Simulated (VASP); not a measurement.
Here is a VASP 6.6.1 calculation.

Contents of POSCAR:

```
ScAlN2
1.0
    3.0446085440      0.0000000000      0.0000000000
    0.0000000000      3.0446085440      0.0000000000
    0.0000000000      0.0000000000      4.3189807810
Sc N Al
1 2 1
Direct
    0.0000000000      0.0000000000      0.0000000000
    0.0000000000      0.0000000000      0.5000000000
    0.5000000000      0.5000000000      0.0000000000
    0.5000000000      0.5000000000      0.5000000000
```

Contents of INCAR.step1:

```
SYSTEM = ScAlN2
PREC = Accurate ; ENCUT = 520
ISMEAR = 0 ; SIGMA = 0.01
LREAL = .FALSE. ; LASPH = .TRUE.
NELM = 60 ; NBANDS = 20
GGA = PE ; ALGO = Normal
EDIFF = 1E-4 ; LWAVE = .TRUE.
LCHARG = .FALSE.
```

INCAR.step2

```
SYSTEM = ScAlN2
PREC = Accurate ; ENCUT = 520
EDIFF = 1E-6 ; ISMEAR = 0
SIGMA = 0.01 ; LREAL = .FALSE.
LASPH = .TRUE. ; NELM = 60
ALGO = Normal ; ISIF = 2
LWAVE = .FALSE. ; LCHARG = .FALSE.
METAGGA = R2SCAN ; LMIXTAU = .TRUE.
NBANDS = 20 ; ISTART = 1
```

File KPOINTS:

```
regular mesh
0
G
  4 4 4
  0 0 0
```

Potentials or basis: VASP PAW PBE potentials, release 64 (Sc_sv, N, Al).

Launch:

```bash
$ cat potpaw_PBE.64/Sc_sv/POTCAR potpaw_PBE.64/N/POTCAR potpaw_PBE.64/Al/POTCAR > POTCAR
$ cp INCAR.step1 INCAR
$ mpirun -np 1 vasp_std > vasp.out
$ cp INCAR.step2 INCAR
$ mpirun -np 1 vasp_std > vasp.out
```

(1) Predict the band gap on the k mesh.

(2) Predict the pressure.

Results:

(1) 1.10 eV, direct.

(2) 1.3 GPa.

Caveat: the k points lie up to 0.52 Å⁻¹ apart; the PAW data sets were made with another functional, which shifts forces and pressure a little.
